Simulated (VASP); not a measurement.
Runs of VASP 6.6.1 on ZnS. The structure is that of space group P6_3mc (No. 186), or close to it. The cells are those of the table. 

```csv
cell,gap on the mesh (eV),pressure (GPa),largest force (eV/Å)
"a = 3.923, b = 3.923, c = 12.279 Å, angles 90.0, 90.0, 120.0°, 8 atoms",2.50,-2.9,0.28
"a = 3.866, b = 3.866, c = 12.092 Å, angles 90.0, 90.0, 120.0°, 8 atoms",2.70,0.4,0.36
"a = 3.694, b = 3.694, c = 12.466 Å, angles 90.0, 90.0, 120.0°, 8 atoms",2.96,5.6,0.28
"a = 3.694, b = 3.694, c = 12.653 Å, angles 90.0, 90.0, 120.0°, 8 atoms",2.83,4.3,0.34
"a = 3.809, b = 3.809, c = 12.653 Å, angles 90.0, 90.0, 120.0°, 8 atoms",2.65,-1.1,0.08
"a = 3.809, b = 3.809, c = 12.840 Å, angles 90.0, 90.0, 120.0°, 8 atoms",2.54,-2.1,0.14
"a = 3.694, b = 3.694, c = 12.279 Å, angles 90.0, 90.0, 120.0°, 8 atoms",3.08,7.1,0.18
"a = 3.923, b = 3.923, c = 12.092 Å, angles 90.0, 90.0, 120.0°, 8 atoms",2.54,-1.6,0.43
"a = 3.752, b = 3.752, c = 12.092 Å, angles 90.0, 90.0, 120.0°, 8 atoms",3.06,5.5,0.14
"a = 3.694, b = 3.694, c = 12.092 Å, angles 90.0, 90.0, 120.0°, 8 atoms",(b),8.8,0.02
"a = 3.923, b = 3.923, c = 12.466 Å, angles 90.0, 90.0, 120.0°, 8 atoms",(a),-4.0,0.16
"a = 3.752, b = 3.752, c = 12.840 Å, angles 90.0, 90.0, 120.0°, 8 atoms",2.63,0.3,0.24
```

Alike in all rows: task single point; level r2SCAN; potentials or basis VASP PAW PBE potentials, release 64 (Zn, S); no spin polarisation; k mesh 6 × 6 × 2; cutoff (eV) 520; smearing gaussian 0.05 eV.

**Question.** Fill in the values left out.

**Answer.** (a) 2.46; (b) 3.20.

Caveats: the PAW data sets were made with another functional, which shifts forces and pressure a little; the cell stands under pressure (at least some runs); the cell stands under tension (at least some runs).

A k mesh can miss the band edges.
